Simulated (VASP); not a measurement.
Write the native input for VASP 6.6.1 that does the following.

* Task: single point
* Functional: PBE
* Potentials or basis: VASP PAW PBE potentials, release 64 (V_sv)
* Cutoff: 520 eV
* k mesh: 21 × 21 × 10
* Occupations: gaussian, width 0.15 eV
* Spin: no spin polarisation
* Dipole correction: no
* Further INCAR settings: ALGO = Fast; EDIFF = 1e-07; NBANDS = 20

The structure of V lies in POSCAR:

```
V
1.0
    2.4740793975      0.0000000000      0.0000000000
   -1.2370396987      2.1426156093      0.0000000000
    0.0000000000      0.0000000000      4.4871692000
V
2
Direct
    0.6666666667      0.3333333333      0.7500000000
    0.3333333333      0.6666666667      0.2500000000
```

This isn't the form of V at room conditions, which is bcc.

This cell differs from its parent crystal: strain -0.050 along x and y, -0.050 along z.

One way to write it, as run:

INCAR

```
ALGO     = Fast           # electronic algorithm
EDIFF    = 1E-7           # SCF threshold, eV
ENCUT    = 520            # plane-wave cutoff, eV
GGA      = PE             # functional
ISIF     = 2              # what is computed and relaxed
ISMEAR   = 0              # smearing method
LASPH    = T              # aspherical terms in the spheres
LCHARG   = T              # write CHGCAR
LELF     = T              # ELF
LREAL    = F              # projectors in reciprocal space
LVHAR    = T            
LWAVE    = F              # write WAVECAR
NBANDS   = 20             # bands
NELM     = 80             # most SCF steps
PREC     = Accurate       # precision mode
SIGMA    = 0.15           # smearing width, eV
```

KPOINTS

```
k-points
0
Gamma
  21 21 10
```

Potentials or basis: VASP PAW PBE potentials, release 64 (V_sv).

The run is started by

```console
$ cat potpaw_PBE.64/V_sv/POTCAR > POTCAR
$ mpirun -np 1 vasp_std > vasp.out
```

It gave:

- Pressure: 35.4 GPa
- Band gap on the k mesh: zero (bands 13 and 14 overlap by 2.62 eV)

Caveat: the cell differs from its parent crystal (strain -0.050 along x and y, -0.050 along z); the cell stands under pressure.

Run time: 59 s on 1 thread of Intel(R) Xeon(R) 6975P-C (Granite Rapids), with other jobs on the host, peak memory 0.21 GiB.
